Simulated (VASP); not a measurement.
**Sn3PbS4: single point with PBE**

Sn3PbS4:

```xyz
8
Lattice="4.2006 -5.9405 0.0000 4.2006 5.9405 0.0000 0.0000 0.0000 4.2006" Properties=species:S:1:pos:R:3 pbc="T T T"
Sn    0.0000    0.0000    0.0000
Sn    2.1003    2.9703    2.1003
Sn    2.1003   -2.9703    2.1003
Pb    4.2006    0.0000    0.0000
S     4.2006    2.9703    0.0000
S     4.2006   -2.9703    0.0000
S     2.1003    0.0000    2.1003
S     6.3009    0.0000    2.1003
```

- Program: VASP 6.6.1
- Task: single point
- Functional: PBE
- Potentials or basis: VASP PAW PBE potentials, release 64 (Sn_d, Pb_d, S)
- Cutoff: 520 eV
- k mesh: 4 × 4 × 4
- Occupations: gaussian, width 0.1 eV
- Spin: no spin polarisation

* Pressure: -1.5 GPa
* Largest force: 0.262 eV/Å
* Band gap on the k mesh: 0.03 eV

Forces in eV/Å, atoms in the order of the input:
```
Sn   0.000  0.000  0.000
Sn   0.000  0.000  0.000
Sn   0.000  0.000  0.000
Pb   0.000  0.000  0.000
S    0.000  0.185  0.000
S    0.000 -0.185  0.000
S   -0.262  0.000  0.000
S    0.262  0.000  0.000
```

Stress tensor (GPa, compression positive):
```
-1.48  0.00  0.00
 0.00 -1.51  0.00
 0.00  0.00 -1.42
```

Levels at points of the mesh, in eV from the valence-band top:
| k point | band 38 | band 39 | band 40 | band 41 | band 42 | band 43 |
| --- | --- | --- | --- | --- | --- | --- |
| (0.00, 0.00, 0.00) | -2.15 | -0.01 | 0.00 | 0.03 | 0.30 | 1.39 |
| (0.50, 0.00, 0.00) | -2.20 | -1.33 | -1.20 | 2.01 | 2.17 | 2.43 |
| (0.50, 0.50, 0.00) | -1.78 | -0.87 | -0.73 | 1.00 | 1.11 | 1.83 |
| (0.00, 0.00, 0.50) | -1.14 | -0.81 | -0.73 | 1.00 | 1.11 | 1.60 |
| (0.50, 0.00, 0.50) | -2.22 | -2.20 | -2.18 | 2.40 | 2.45 | 2.45 |
| (0.50, 0.50, 0.50) | -2.15 | 0.00 | 0.00 | 0.03 | 0.30 | 1.40 |

Run time: 2.1 min on 1 thread of Intel(R) Xeon(R) 6975P-C (Granite Rapids), on a shared host, peak memory 0.39 GiB.

Caveat: the smearing spreads over this small gap; spin-orbit coupling is left out, which moves the levels of the heavy elements. A k mesh can miss the band edges.
